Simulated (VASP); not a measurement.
# TaN (I4/mmm) in VASP: further runs, part 2 of 2

VASP 6.6.1. Earlier steps stand in the parts before.

### Step 5. Single point, PBEsol (engineering shear strain xz +0.0000, normal strain along z +0.0133)

INCAR

```
SYSTEM = TaN
PREC = Accurate ; ENCUT = 520
EDIFF = 1E-6 ; ISMEAR = 0
SIGMA = 0.15 ; LREAL = .False.
LASPH = .True. ; NELM = 100
ALGO = Normal ; ISIF = 2
LWAVE = .False. ; LCHARG = .False.
GGA = PS ; NBANDS = 15
```

KPOINTS

```
regular mesh
0
Gamma
  18 18 18
  0 0 0
```

POSCAR

```
TaN
1.0
    0.0000000000      2.1874436400      2.2165366404
    2.1874436400      0.0000000000      2.2165366404
    2.1874436400      2.1874436400      0.0000000000
Ta N
1 1
Direct
    0.5000000000      0.5000000000      0.5000000000
    0.0000000000      0.0000000000      0.0000000000
```

Launch:

```sh
cat potpaw_PBE.64/Ta_pv/POTCAR potpaw_PBE.64/N/POTCAR > POTCAR
mpirun -np 1 vasp_std > vasp.out
```

Run time: 45 s. Hardware: 1 thread of Intel Xeon 6975P-C (Granite Rapids), shared host; peak memory 0.26 GiB.

It converged, with:

| Property | Result |
| --- | --- |
| Free energy | -23.2108 eV |
| Pressure | -3.3 GPa |
| Band gap on the k mesh | zero (bands 8 and 9 overlap by 3.95 eV) |

Stress tensor (GPa, compression positive):
```
-0.74  0.00  0.00
 0.00 -0.74  0.00
 0.00  0.00 -8.51
```

Levels at points of the mesh, in eV from the Fermi level:
```
           k point  band 6  band 7  band 8  band 9  band 10  band 11
(0.00, 0.00, 0.00)   -3.79   -3.79   -2.25   -2.09    -2.09    -0.11
(0.50, 0.00, 0.00)   -7.62   -7.61    1.86    1.94     2.03     3.80
(0.50, 0.50, 0.00)   -5.51   -4.58   -4.58    2.08     3.56     3.56
(0.50, 0.00, 0.50)   -5.53   -4.68   -4.62    2.08     3.48     3.66
```

Caveat: the cell differs from its parent crystal (engineering shear strain xz +0.0000, normal strain along z +0.0133); the cell stands under tension; the PAW data sets were made with another functional, which shifts forces and pressure a little; spin-orbit coupling is left out, which moves the levels of the heavy elements.

### Step 6. Single point, PBEsol (engineering shear strain xz +0.0000, normal strain along z +0.0267)

INCAR

```
SYSTEM = TaN
ALGO = Normal
EDIFF = 1E-6
ENCUT = 520
GGA = PS
ISIF = 2
ISMEAR = 0
LASPH = .True.
LCHARG = .False.
LREAL = .False.
LWAVE = .False.
NBANDS = 15
NELM = 80
PREC = Accurate
SIGMA = 0.15
```

KPOINTS

```
k-points
0
Gamma
  18 18 18
  0 0 0
```

POSCAR

```
TaN
1.0
    0.0000000000      2.1874436400      2.2458483852
    2.1874436400      0.0000000000      2.2458483852
    2.1874436400      2.1874436400      0.0000000000
Ta N
1 1
Direct
    0.5000000000      0.5000000000      0.5000000000
    0.0000000000      0.0000000000      0.0000000000
```

Potentials or basis: VASP PAW PBE potentials, release 64 (Ta_pv, N).

Launch:

```sh
cat potpaw_PBE.64/Ta_pv/POTCAR potpaw_PBE.64/N/POTCAR > POTCAR
mpirun -np 1 vasp_std > vasp.out
```

OUTCAR:

```text
SYSTEM = TaN
   EDIFF = 1E-6
   ENCUT = 520
   GGA = PS
   ISIF = 2
   ISMEAR = 0
   LASPH = .True.
   LREAL = .False.
   NELM = 80
   PREC = Accurate

 ion  position               nearest neighbor table
   1  0.500  0.500  0.500-   2 2.19   2 2.19   2 2.19   2 2.19   2 2.25   2 2.25
   2  0.000  0.000  0.000-   1 2.19   1 2.19   1 2.19   1 2.19   1 2.25   1 2.25

  LATTYP: Found a body centered tetragonal cell.
 ALAT       =     3.0935124626
 C/A-ratio  =     1.4519730645

  Lattice vectors:

[... 619 lines left out ...]
------------------------ aborting loop because EDIFF is reached ----------------------------------------

  FORCE on cell =-STRESS in cart. coord.  units (eV):
  Direction    XX          YY          ZZ          XY          YZ          ZX
  --------------------------------------------------------------------------------------
  -------------------------------------------------------------------------------------
  Total       -0.3594528     -0.3594528     -2.2017014      0.0000000      0.0000000     -0.0000000
  in kB      -26.7958975    -26.7958975   -164.1288146      0.0000000      0.0000000     -0.0000000
  external PRESSURE =     -72.5735365 kB  Pullay stress =       0.0000000 kB

 VOLUME and BASIS-vectors are now :
 -----------------------------------------------------------------------------
  energy-cutoff  :      520.00
  volume of cell :       21.49
      direct lattice vectors                 reciprocal lattice vectors
     0.000000000  2.187443640  2.245848385    -0.228577318  0.228577318  0.222633016
     2.187443640  0.000000000  2.245848385     0.228577318 -0.228577318  0.222633016
     2.187443640  2.187443640  0.000000000     0.228577318  0.228577318 -0.222633016

 POSITION                                       TOTAL-FORCE (eV/Angst)
 -----------------------------------------------------------------------------------
      2.18744      2.18744      2.24585        -0.000000      0.000000     -0.000000
      0.00000      0.00000      0.00000         0.000000     -0.000000      0.000000
 -----------------------------------------------------------------------------------
    total drift:                                0.000000     -0.000000     -0.000000

  FREE ENERGIE OF THE ION-ELECTRON SYSTEM (eV)
  ---------------------------------------------------
  free  energy   TOTEN  =       -23.1889452168 eV

  energy  without entropy=      -23.1792462488  energy(sigma->0) =      -23.18409573
```

stdout:

```text
POSCAR found type information on POSCAR TaN
 POSCAR found :  2 types and       2 ions
 scaLAPACK will be used
 -----------------------------------------------------------------------------
|                                                                             |
|                                                                             |
|     You enforced a specific xc type in the INCAR file but a different       |
|     I HOPE YOU KNOW WHAT YOU ARE DOING!                                     |
|                                                                             |
 -----------------------------------------------------------------------------

 LDA part: xc-table for (Slater+PW92), standard interpolation
 POSCAR, INCAR and KPOINTS ok, starting setup
 FFT: planning ... GRIDC
 FFT: planning ... GRID_SOFT
 FFT: planning ... GRID
 WAVECAR not read
 entering main loop
```

It took 38 s on 1 thread of Intel Xeon 6975P-C (Granite Rapids), shared host; peak memory 0.27 GiB.

What came out:

| Quantity | Value |
| --- | --- |
| Free energy | -23.1889 eV |
| Pressure | -7.3 GPa |
| Band gap on the k mesh | zero (bands 8 and 9 overlap by 3.78 eV) |

Stress tensor (GPa, compression positive):
```
 -2.68   0.00   0.00
  0.00  -2.68   0.00
  0.00   0.00 -16.41
```

Levels at points of the mesh, in eV from the Fermi level:
| k point | band 6 | band 7 | band 8 | band 9 | band 10 | band 11 |
| --- | --- | --- | --- | --- | --- | --- |
| (0.00, 0.00, 0.00) | -3.73 | -3.73 | -2.31 | -1.99 | -1.99 | -0.30 |
| (0.50, 0.00, 0.00) | -7.53 | -7.51 | 1.78 | 1.91 | 2.04 | 3.75 |
| (0.50, 0.50, 0.00) | -5.40 | -4.51 | -4.51 | 2.04 | 3.49 | 3.49 |
| (0.50, 0.00, 0.50) | -5.44 | -4.68 | -4.59 | 2.01 | 3.32 | 3.68 |

Caveat: the cell differs from its parent crystal (engineering shear strain xz +0.0000, normal strain along z +0.0267); the cell stands under tension; the PAW data sets were made with another functional, which shifts forces and pressure a little; spin-orbit coupling is left out, which moves the levels of the heavy elements.

### Step 7. Overview

```csv
cell,gap on the mesh (eV),pressure (GPa)
"a = 3.032, b = 3.032, c = 3.094 Å, angles 59.3, 59.3, 61.3°, 2 atoms",none,19.0
"a = 3.052, b = 3.052, c = 3.094 Å, angles 59.6, 59.6, 60.9°, 2 atoms",none,12.3
"a = 3.073, b = 3.073, c = 3.094 Å, angles 59.8, 59.8, 60.4°, 2 atoms",none,6.3
"a = 3.114, b = 3.114, c = 3.094 Å, angles 60.2, 60.2, 59.6°, 2 atoms",none,-3.3
"a = 3.135, b = 3.135, c = 3.094 Å, angles 60.4, 60.4, 59.1°, 2 atoms",none,-7.3
```

Alike in all rows: task single point; level PBEsol; potentials or basis VASP PAW PBE potentials, release 64 (Ta_pv, N); no spin polarisation; k mesh 18 × 18 × 18; cutoff (eV) 520; smearing gaussian 0.15 eV.

Caveats: the PAW data sets were made with another functional, which shifts forces and pressure a little; spin-orbit coupling is left out, which moves the levels of the heavy elements; the cell stands under pressure (at least some runs); the cell stands under tension (at least some runs).

Total energies depend on the potentials used, so only differences within one code and one set of settings carry meaning.
